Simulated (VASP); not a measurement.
# NaI in VASP: notebook, part 2 of 3

VASP 6.6.1.

**4. Single point, r2SCAN (biaxial xy strain -0.5%)**

Input file POSCAR:

```
NaI
1.0
    0.0000000000      3.5254757074      3.5431916657
    3.5254757074      0.0000000000      3.5431916657
    3.5254757074      3.5254757074      0.0000000000
Na I
1 1
Direct
    0.0000000000      0.0000000000      0.0000000000
    0.2500000000      0.2500000000      0.2500000000
```

Input file INCAR.step1:

```
SYSTEM = NaI
PREC = Accurate
ENCUT = 520
ISMEAR = 0
SIGMA = 0.01
LREAL = .False.
LASPH = .True.
NELM = 80
NBANDS = 14
GGA = PE
ALGO = Normal
EDIFF = 1E-4
LWAVE = .True.
LCHARG = .False.
```

Input file INCAR.step2:

```
SYSTEM = NaI
PREC = Accurate
ENCUT = 520
EDIFF = 1E-6
ISMEAR = 0
SIGMA = 0.01
LREAL = .False.
LASPH = .True.
NELM = 80
ALGO = Normal
ISIF = 2
LWAVE = .False.
LCHARG = .False.
METAGGA = R2SCAN
LMIXTAU = .True.
NBANDS = 14
ISTART = 1
```

Input file KPOINTS:

```
Automatic mesh
0
Gamma
  6 6 6
  0 0 0
```

Potentials or basis: VASP PAW PBE potentials, release 64 (Na_pv, I).

On the command line:

```
$ cat potpaw_PBE.64/Na_pv/POTCAR potpaw_PBE.64/I/POTCAR > POTCAR
$ cp INCAR.step1 INCAR
$ mpirun -np 1 vasp_std > vasp.out
$ cp INCAR.step2 INCAR
$ mpirun -np 1 vasp_std > vasp.out
```

OUTCAR:

```text
SYSTEM = NaI
   PREC = Accurate
   ENCUT = 520
   EDIFF = 1E-6
   ISMEAR = 0
   LREAL = .False.
   LASPH = .True.
   NELM = 80
   ISIF = 2
   METAGGA = R2SCAN
   ISTART = 1

 ion  position               nearest neighbor table
   1  0.000  0.000  0.000-   2 3.06   2 3.06   2 3.06   2 3.06
   2  0.250  0.250  0.250-   1 3.06   1 3.06   1 3.06   1 3.06

  LATTYP: Found a body centered tetragonal cell.
 ALAT       =     4.9857755592
 C/A-ratio  =     1.4213201632

  Lattice vectors:

 A1 = (  -3.5254757074,   0.0000000000,   3.5431916657)
 A2 = (   3.5254757074,   0.0000000000,   3.5431916657)
 A3 = (   0.0000000000,   3.5254757074,  -3.5431916657)

Analysis of symmetry for initial positions (statically):
=====================================================================
 Subroutine PRICEL returns:
 Original cell was already a primitive cell.

 Routine SETGRP: Setting up the symmetry group for a
 body centered tetragonal supercell.

 Subroutine GETGRP returns: Found  8 space group operations
 (whereof  8 operations were pure point group operations)
 out of a pool of 16 trial point group operations.

The static configuration has the point symmetry D_2d.

[... 177 lines left out ...]
      8       3.0279      0.00000
      9       7.1641      0.00000
     10       7.1727      0.00000
     11       7.1728      0.00000
     12       8.8456      0.00000
     13       8.9028      0.00000
     14      10.4950      0.00000
[... 377 lines left out ...]
      1     -24.2809      2.00000
      2     -24.2791      2.00000
      3     -24.2787      2.00000
      4     -11.9861      2.00000
      5      -2.4467      2.00000
      6      -1.9287      2.00000
      7      -1.7586      2.00000
      8       4.5450      0.00000
      9       5.8084      0.00000
     10       7.4579      0.00000
     11       8.5668      0.00000
     12       9.3498      0.00000
     13      10.8162      0.00000
     14      11.2591      0.00000

 [... further k-points ...]

------------------------ aborting loop because EDIFF is reached ----------------------------------------

  FORCE on cell =-STRESS in cart. coord.  units (eV):
  Direction    XX          YY          ZZ          XY          YZ          ZX
  --------------------------------------------------------------------------------------
  -------------------------------------------------------------------------------------
  Total        0.0311775      0.0311775      0.0261424      0.0000000      0.0000000      0.0000000
  in kB        0.5671419      0.5671419      0.4755493      0.0000000      0.0000000      0.0000000
  external PRESSURE =       0.5366111 kB  Pullay stress =       0.0000000 kB

 VOLUME and BASIS-vectors are now :
 -----------------------------------------------------------------------------
  energy-cutoff  :      520.00
  volume of cell :       88.08
      direct lattice vectors                 reciprocal lattice vectors
     0.000000000  3.525475707  3.543191666    -0.141824832  0.141824832  0.141115708
     3.525475707  0.000000000  3.543191666     0.141824832 -0.141824832  0.141115708
     3.525475707  3.525475707  0.000000000     0.141824832  0.141824832 -0.141115708

 POSITION                                       TOTAL-FORCE (eV/Angst)
 -----------------------------------------------------------------------------------
      0.00000      0.00000      0.00000         0.000000      0.000000     -0.000000
      1.76274      1.76274      1.77160        -0.000000     -0.000000      0.000000
 -----------------------------------------------------------------------------------
    total drift:                               -0.000006     -0.000006      0.000000

  FREE ENERGIE OF THE ION-ELECTRON SYSTEM (eV)
  ---------------------------------------------------
  free  energy   TOTEN  =       -30.9179725046 eV

  energy  without entropy=      -30.9179725046  energy(sigma->0) =      -30.91797250
```

OUTCAR.step1:

```text
SYSTEM = NaI
   PREC = Accurate
   ENCUT = 520
   ISMEAR = 0
   LREAL = .False.
   LASPH = .True.
[... 631 lines left out ...]
      0.00000      0.00000      0.00000        -0.000000     -0.000000      0.000000
      1.76274      1.76274      1.77160         0.000000      0.000000     -0.000000
 -----------------------------------------------------------------------------------
    total drift:                                0.000001      0.000001      0.000001

  FREE ENERGIE OF THE ION-ELECTRON SYSTEM (eV)
  ---------------------------------------------------
  free  energy   TOTEN  =        -5.2876877452 eV

  energy  without entropy=       -5.2876877452  energy(sigma->0) =       -5.28768775
```

It took 2.7 min on 1 thread of Intel Xeon Platinum 8488C (Sapphire Rapids), shared host; peak memory 0.26 GiB.

Results:

```
Free energy            : -30.9180 eV
Pressure               : 0.1 GPa
Band gap on the k mesh : 4.44 eV
```

Caveat: the cell differs from its parent crystal (biaxial xy strain -0.5%); the PAW data sets were made with another functional, which shifts forces and pressure a little; spin-orbit coupling is left out, which moves the levels of the heavy elements.

[end of part 2 of 3]
